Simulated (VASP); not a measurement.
**SnSe2: single point with PBEsol**

The system is SnSe2.

```
CELL_PARAMETERS angstrom
3.97015 0.00000 0.00000
-1.98507 3.27295 0.00000
0.00000 0.00000 6.09313
ATOMIC_POSITIONS crystal
Sn 0.00000 0.00000 0.00000
Se 0.66601 0.33191 0.74113
Se 0.33399 0.66809 0.25887
```

This cell differs from its parent crystal: uniaxial strain along a: +4.0 %.

| Item | Value |
| --- | --- |
| Program | VASP 6.6.1 |
| Task | single point |
| Functional | PBEsol |
| Potentials or basis | VASP PAW PBE potentials, release 64 (Sn_d, Se) |
| Cutoff | 520 eV |
| k mesh | 12 × 12 × 6 |
| Occupations | gaussian, width 0.02 eV |
| Spin | no spin polarisation |
| Dipole correction | no |
| Further INCAR settings | ALGO = Normal; EDIFF = 1e-06; NBANDS = 20 |

The pressure is -1.3 GPa and the largest force is 0.057 eV/Å. The band gap on the k mesh is 0.16 eV (least direct gap 0.65 eV).

Forces on the atoms (eV/Å):
```
Sn   0.000  0.000  0.000
Se  -0.001 -0.014  0.055
Se   0.001  0.014 -0.055
```

Stress tensor (GPa, compression positive):
```
-3.21  0.00  0.00
 0.00 -0.07  0.07
 0.00  0.07 -0.54
```

Levels at points of the mesh, in eV from the valence-band top:
| k point | band 11 | band 12 | band 13 | band 14 | band 15 | band 16 |
| --- | --- | --- | --- | --- | --- | --- |
| (0.00, 0.00, 0.00) | -0.70 | -0.51 | -0.13 | 0.53 | 2.60 | 4.10 |
| (0.50, 0.00, 0.00) | -2.53 | -1.56 | -0.35 | 1.08 | 3.54 | 5.03 |
| (0.50, 0.50, 0.00) | -2.53 | -1.56 | -0.34 | 1.08 | 3.54 | 5.03 |
| (0.00, 0.50, 0.00) | -2.98 | -1.52 | -0.64 | 0.63 | 3.06 | 4.61 |
| (0.00, 0.00, 0.50) | -0.83 | -0.49 | -0.29 | 2.11 | 2.47 | 3.77 |
| (0.50, 0.00, 0.50) | -2.04 | -1.04 | -0.84 | 0.56 | 3.89 | 4.49 |
| (0.50, 0.50, 0.50) | -2.04 | -1.04 | -0.84 | 0.56 | 3.89 | 4.49 |
| (0.00, 0.50, 0.50) | -2.06 | -1.17 | -1.17 | 0.44 | 3.69 | 4.41 |

It took 7.6 min on 1 thread of Intel(R) Xeon(R) Platinum 8259CL CPU @ 2.50GHz (Skylake/Cascade Lake), with other jobs on the host, peak memory 0.71 GiB.

Caveat: the cell differs from its parent crystal (uniaxial strain along a: +4.0 %); semilocal functionals underestimate gaps, and a narrow one can read as zero; the PAW data sets were made with another functional, which shifts forces and pressure a little; spin-orbit coupling is left out, which moves the levels of the heavy elements. A k mesh can miss the band edges.
